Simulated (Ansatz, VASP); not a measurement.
## Si: VASP beside Ansatz

File INCAR:

```
ALGO = Normal ; DIPOL = 0.5 0.5 0.344
EDIFF = 1E-6 ; ENCUT = 520
GGA = CA ; IDIPOL = 3
ISIF = 2 ; ISMEAR = 0
ISPIN = 2 ; LASPH = T
LCHARG = F ; LDIPOL = T
LORBIT = 11 ; LREAL = F
LWAVE = F ; MAGMOM = 0 0 0 0 2
NBANDS = 22 ; NELM = 150
PREC = Accurate ; SIGMA = 0.05
```

Contents of KPOINTS:

```
k-points
0
Gamma
  7 7 1
```

The input POSCAR:

```
Si
1.0
    3.8195065206      0.0000000000      0.0000000000
    0.0000000000      3.8195065206      0.0000000000
    0.0000000000      0.0000000000     21.0645252450
Si
5
Direct
    0.0000000000      0.5000000000      0.1898927203
    0.0000000000      0.0000000000      0.2540004780
    0.5000000000      0.0000000000      0.3202822601
    0.5000000000      0.5000000000      0.3828486591
    0.8750000000      0.8750000000      0.5713171840
```

Input for Ansatz:

```yaml
crystal:
  lattice:
    - [3.8195065206, 0.0, 0.0]
    - [0.0, 3.8195065206, 0.0]
    - [0.0, 0.0, 21.064525245]
  atoms:
    - { symbol: Si, position: [0.0, 0.5, 0.1898927203] }
    - { symbol: Si, position: [0.0, 0.0, 0.254000478] }
    - { symbol: Si, position: [0.5, 0.0, 0.3202822601] }
    - { symbol: Si, position: [0.5, 0.5, 0.3828486591] }
    - { symbol: Si, position: [0.875, 0.875, 0.571317184], spin: 2.0 }
basis:
  ecutwfc: 420
kpoints:
  mp_grid: { grid: [7, 7, 1] }
hamiltonian:
  xc: lda
  pseudopotentials: { kind: paw, azcp: { folder: soft_1 } }
scf:
  occupations: { method: gaussian, width: 0.05 }
output:
  forces: true
  eigenvalues: true
  populations: true
magnetization:
  spin_polarized: true
efield:
  axis: 3
  dipole_correction: true
  ramp_width: 0.04
```

Alike in both runs: task single point; functional LDA; k mesh 7 × 7 × 1; occupations gaussian, width 0.05 eV; collinear spin.

```csv
,VASP,Ansatz
version,VASP 6.6.1,Ansatz 0.2.0
potentials or method,"VASP PAW LDA potentials, release 64 (Si), cutoff 520 eV","scalar-relativistic, plane waves, PAW"
valence electrons in the cell,20,20
```

VASP gave:

| Property | Result |
| --- | --- |
| gap on the k mesh at the Fermi level (eV) | none |
| rms of the force components (eV/Å) | 0.132 |
| net moment per atom (μB) | 0.01 |
| size of the moment on the site where the two differ most (μB) | 0.01 |

Q: Which values does Ansatz return?

A: gap on the k mesh at the Fermi level (eV): none; rms of the force components (eV/Å): 0.132; net moment per atom (μB): 0.01; size of the moment on the site where the two differ most (μB): 0.05.

Ansatz warns that its potentials were made for another functional, while VASP's fit it. LDA's correlation is that of Perdew and Zunger in VASP and of Perdew and Wang (1992) in Ansatz. Site moments also hang on the region over which each program counts them. Atom by atom the forces differ by 0.001 eV/Å (rms over components). A gap of «none» marks a metal or a gap that the smearing closes. Ansatz's warnings: seeded moment not kept, vacuum below fermi.
